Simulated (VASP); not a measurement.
Write the native input for VASP 6.6.1 that does the following.

```
Task                   : single point
Functional             : LDA
Potentials or basis    : VASP PAW LDA potentials, release 64 (K_sv, Br)
Cutoff                 : 520 eV
k mesh                 : 6 × 6 × 6
Occupations            : gaussian, width 0.02 eV
Spin                   : no spin polarisation
Dipole correction      : no
Further INCAR settings : ALGO = Normal; EDIFF = 1e-06; NBANDS = 15
```

The structure of KBr lies in POSCAR:

```
KBr
1.0
    0.0000000000      3.1856269473      3.1856269473
    3.1856269473      0.0000000000      3.1856269473
    3.1856269473      3.1856269473      0.0000000000
K Br
1 1
Direct
    0.0000000000      0.0000000000      0.0000000000
    0.5000000000      0.5000000000      0.5000000000
```

One way to write it, as run:

INCAR

```
ALGO = Normal
EDIFF = 1E-6
ENCUT = 520
ISIF = 2
ISMEAR = 0
LASPH = T
LCHARG = T
LELF = T
LREAL = F
LVHAR = T
LWAVE = F
NBANDS = 15
NELM = 80
PREC = Accurate
SIGMA = 0.02
```

KPOINTS

```
k-points
0
Gamma
  6 6 6
```

Potentials or basis: VASP PAW LDA potentials, release 64 (K_sv, Br).

Run with:

```bash
$ cat potpaw_LDA.64/K_sv/POTCAR potpaw_LDA.64/Br/POTCAR > POTCAR
$ mpirun -np 1 vasp_std > vasp.out
```

Results of the run:

```yaml
Pressure: 0.1 GPa
Band_gap_on_the_k_mesh: 4.33 eV, direct
```

Run time: 16 s on 1 thread of Intel(R) Xeon(R) Platinum 8488C (Sapphire Rapids), with other jobs on the host, peak memory 0.17 GiB.
